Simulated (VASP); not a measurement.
Here is a VASP 6.6.1 calculation.

File INCAR:

```
SYSTEM = BaTiO3
ALGO     = Normal         ! electronic algorithm
EDIFF    = 1E-6           ! SCF threshold, eV
ENCUT    = 520            ! plane-wave cutoff, eV
GGA      = PS             ! functional
ISIF     = 2              ! what is computed and relaxed
ISMEAR   = -1             ! smearing method
LASPH    = .TRUE.         ! aspherical terms in the spheres
LCHARG   = .TRUE.         ! write CHGCAR
LELF     = .TRUE.         ! ELF
LREAL    = .FALSE.        ! projectors in reciprocal space
LVHAR    = .TRUE.       
LWAVE    = .FALSE.        ! write WAVECAR
NBANDS   = 51             ! bands
NELM     = 60             ! most SCF steps
PREC     = Accurate       ! precision mode
SIGMA    = 0.05           ! smearing width, eV
```

KPOINTS

```
k-points
0
G
  7 7 4
  0 0 0
```

File POSCAR:

```
BaTiO3
1.0
   -3.9870814533     -0.0044575787     -0.0043614359
   -0.0047898385     -0.0048892059     -3.9898451599
   -0.0092925994     -7.9790949689     -0.0092477529
Ba Ti O
2 2 6
Direct
   -0.0060402993      0.9937363596      0.4968782105
   -0.0060386786      0.9937335171     -0.0031225329
    0.4830951386      0.4826025921      0.2413222273
    0.4830913682      0.4826070206      0.7413228634
    0.5055969747      0.0121239184      0.2528522285
    0.5055978418      0.0121269584      0.7528542338
    0.5056030012      0.5057222347      0.5060449412
    0.5056034338      0.5057203980      0.0060451881
    1.0117440405      0.5058128164      0.2528999662
    0.0117471890      0.5058141847      0.7529026639
```

Potentials or basis: VASP PAW PBE potentials, release 64 (Ba_sv, Ti_sv, O).

Command:

```console
$ cat potpaw_PBE.64/Ba_sv/POTCAR potpaw_PBE.64/Ti_sv/POTCAR potpaw_PBE.64/O/POTCAR > POTCAR
$ mpirun -np 1 vasp_std > vasp.out
```

Q: Estimate the band gap on the k mesh.

A: 2.29 eV.

Q: Estimate the largest force.

A: 0.056 eV/Å.

Q: What does it give for the pressure?

A: 2.0 GPa.

Forces in eV/Å, atoms in the order of the input:
```
Ba  -0.021 -0.022 -0.022
Ba  -0.021 -0.022 -0.022
Ti  -0.032 -0.033 -0.033
Ti  -0.032 -0.033 -0.033
O    0.009  0.010  0.035
O    0.009  0.010  0.035
O    0.009  0.035  0.010
O    0.009  0.035  0.010
O    0.034  0.010  0.010
O    0.034  0.010  0.010
```

Caveat: the PAW data sets were made with another functional, which shifts forces and pressure a little; spin-orbit coupling is left out, which moves the levels of the heavy elements. Expect the measured gap to be larger: semilocal functionals such as PBEsol lack the derivative discontinuity.
